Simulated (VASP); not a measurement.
Write the native input for VASP 6.6.1 that does the following.

```yaml
Task: single point
Functional: LDA
Potentials_or_basis: VASP PAW LDA potentials, release 64 (Al, N)
Cutoff: 600 eV
k_mesh: 9 × 9 × 6
Occupations: gaussian, width 0.05 eV
Spin: no spin polarisation
Dipole_correction: no
Further_INCAR_settings: ALGO = Normal; EDIFF = 1e-06; NBANDS = 16
```

The structure of AlN lies in POSCAR:

```
AlN
1.0
    3.2624340057      0.0000000000      0.0000000000
   -1.6312170028      2.8253507271      0.0000000000
    0.0000000000      0.0000000000      4.1875630000
Al N
2 2
Direct
    0.3333333333      0.6666666667      0.7500000000
    0.6666666667      0.3333333333      0.2500000000
    0.3333333333      0.6666666667      0.2500000000
    0.6666666667      0.3333333333      0.7500000000
```

This cell differs from its parent crystal: strain -0.015 along x and y, +0.000 along z.

One way to write it, as run:

INCAR

```
SYSTEM = AlN
  PREC = Accurate
  ENCUT = 600
  EDIFF = 1E-6
  ISMEAR = 0
  SIGMA = 0.05
  LREAL = .FALSE.
  LASPH = .TRUE.
  NELM = 120
  ALGO = Normal
  ISIF = 2
  LWAVE = .FALSE.
  LCHARG = .TRUE.
  LELF = .TRUE.
  LVHAR = .TRUE.
  NBANDS = 16
  GGA_COMPAT = .FALSE.
```

KPOINTS

```
regular mesh
0
G
  9 9 6
  0 0 0
```

Potentials or basis: VASP PAW LDA potentials, release 64 (Al, N).

Launch:

```sh
$ cat potpaw_LDA.64/Al/POTCAR potpaw_LDA.64/N/POTCAR > POTCAR
$ mpirun -np 1 vasp_std > vasp.out
```

It gave:

```
Pressure               : -1.5 GPa
Band gap on the k mesh : 3.48 eV, direct
```

Caveat: the cell differs from its parent crystal (strain -0.015 along x and y, +0.000 along z).

Wall time 36 s on 1 thread of AMD EPYC 7R13 Processor (Zen 3), on a shared host, peak memory 0.13 GiB.
